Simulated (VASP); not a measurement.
Crystal: Te2Mo.

```
Te Mo
1.0
     3.51820    0.00000    0.00000
    -1.75910    3.04685    0.00000
     0.00000    0.00000   13.97360
Te Mo
4 2
Direct
  0.66667 0.33333 0.37900
  0.33333 0.66667 0.87900
  0.66667 0.33333 0.12100
  0.33333 0.66667 0.62100
  0.66667 0.33333 0.75000
  0.33333 0.66667 0.25000
```

| Item | Value |
| --- | --- |
| Program | VASP 6.6.1 |
| Task | relaxation of cell and atoms |
| Functional | revPBE |
| Dispersion | D3(BJ) |
| Potentials or basis | VASP PAW PBE potentials, release 64 (Te, Mo_sv) |
| Cutoff | 600 eV |
| k mesh | 9 × 9 × 2 |
| Occupations | fermi-dirac, width 0.05 eV |
| Spin | no spin polarisation |

At the start: pressure -2.2 GPa; volume 24.96 Å³/atom.

How do energy, volume and symmetry change on relaxing?

Over 13 steps the energy falls by 21.6 meV/atom and the volume is 23.14 Å³/atom (-7.3 %); space group P6_3/mmc (No. 194, to 0.05 Å).

Step by step:
```
step  energy change (eV)  largest force (eV/Å)  pressure (GPa)  volume (Å³)
   1              0.0000                0.2226           -2.23       149.79
   2             -0.0258                0.7520            2.32       142.37
   3             -0.0382                0.5525            0.58       145.01
   4             -0.0781                0.2194            0.09       142.80
   5             -0.0807                0.1113           -0.06       142.07
   6             -0.1082                0.0712           -0.10       140.85
   7             -0.1293                0.0305            0.03       138.47
   8             -0.1294                0.0197            0.01       138.67
   9             -0.1294                0.0234            0.01       138.61
  10             -0.1296                0.0160            0.12       138.71
  11             -0.1296                0.0053            0.10       138.68
  12             -0.1295                0.0038           -0.11       139.06
  13             -0.1296                0.0026            0.01       138.81
```

Final structure:
```
Te Mo
1.0
     3.46022    0.00000    0.00000
    -1.73011    2.99663    0.00000
     0.00000    0.00000   13.38728
Te Mo
4 2
Direct
  0.66667 0.33333 0.38631
  0.33333 0.66667 0.88631
  0.66667 0.33333 0.11369
  0.33333 0.66667 0.61369
  0.66667 0.33333 0.75000
  0.33333 0.66667 0.25000
```

Caveat: the PAW data sets were made with another functional, which shifts forces and pressure a little.
